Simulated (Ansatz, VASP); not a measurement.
## One calculation of Sr, two programs

File INCAR:

```
PREC = Accurate
ENCUT = 520
EDIFF = 1E-6
ISMEAR = 0
SIGMA = 0.1
LREAL = False
LASPH = True
NELM = 60
ALGO = Normal
ISIF = 2
LWAVE = False
LCHARG = False
GGA = PS
IVDW = 13
NBANDS = 17
```

The input KPOINTS:

```
Automatic mesh
0
Gamma
  4 4 4
```

The input POSCAR:

```
Sr
1.0
   -3.7063582770      3.7063582770      2.0208764669
    3.7063582770     -3.7063582770      2.0208764669
    3.7063582770      3.7063582770     -2.0208764669
Sr
2
Direct
    0.7500000000      0.2500000000      0.5000000000
    0.0000000000      0.0000000000      0.0000000000
```

Input for Ansatz:

```yaml
crystal:
  lattice:
    - [-3.706358277, 3.706358277, 2.0208764669]
    - [3.706358277, -3.706358277, 2.0208764669]
    - [3.706358277, 3.706358277, -2.0208764669]
  atoms:
    - { symbol: Sr, position: [0.75, 0.25, 0.5] }
    - { symbol: Sr, position: [0.0, 0.0, 0.0] }
basis:
  ecutwfc: 420
kpoints:
  mp_grid: { grid: [4, 4, 4] }
hamiltonian:
  xc: pbesol
  dispersion: d4
scf:
  occupations: { method: gaussian, width: 0.1 }
  max_iter: 80
  convergence: { dr2_threshold: "1e-7 eV" }
output:
  forces: true
  stress: true
  eigenvalues: true
```

Alike in both runs: task single point; functional PBEsol; dispersion D4; k mesh 4 × 4 × 4; occupations gaussian, width 0.1 eV; no spin polarisation.

|  | VASP | Ansatz |
| --- | --- | --- |
| version | VASP 6.6.1 | Ansatz 0.2.0 |
| potentials or method | VASP PAW PBE potentials, release 64 (Sr_sv), cutoff 520 eV | scalar-relativistic, plane waves, PAW |
| valence electrons in the cell | 20 | 20 |

|  | VASP | Ansatz | Ansatz less VASP |
| --- | --- | --- | --- |
| gap on the k mesh at the Fermi level (eV) | none | none | - |
| pressure (GPa) | -0.3 | -0.3 | 0.00 |
| traceless stress, the component that is largest in VASP (GPa) | -0.39 | -0.39 | +0.002 |

VASP's potentials were made for PBE, not for PBEsol. A gap of «none» marks a metal or a gap that the smearing closes. Ansatz's warnings: stress scf threshold loose.

The k mesh is coarse, so the values compare programs but aren't converged.
